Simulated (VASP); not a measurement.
Here is a VASP 6.6.1 calculation.

Contents of INCAR:

```
SYSTEM = Fe
PREC = Accurate
ENCUT = 520
EDIFF = 1E-6
ISMEAR = -1
SIGMA = 0.06122561905347299
LREAL = .FALSE.
LASPH = .TRUE.
NELM = 150
ALGO = Normal
ISIF = 2
LWAVE = .FALSE.
LCHARG = .FALSE.
ISPIN = 2
MAGMOM = 2.5
LORBIT = 11
LMAXMIX = 4
GGA = PE
NBANDS = 14
```

The input KPOINTS:

```
regular mesh
0
G
  16 16 16
  0 0 0
```

File POSCAR:

```
Fe
1.0
   -1.3866036848      1.3866036848      1.3866036848
    1.3866036848     -1.3866036848      1.3866036848
    1.3866036848      1.3866036848     -1.3866036848
Fe
1
Direct
    0.0000000000      0.0000000000      0.0000000000
```

Potentials or basis: VASP PAW PBE potentials, release 64 (Fe).

Launch:

```console
$ cat potpaw_PBE.64/Fe/POTCAR > POTCAR
$ mpirun -np 1 vasp_std > vasp.out
```

**Question.** What does it give for the pressure?

**Answer.** 13.2 GPa.

**Question.** Estimate the site moments.

**Answer.** Fe +2.05 μB.

**Question.** Estimate the net moment.

**Answer.** 2.06 μB per cell.
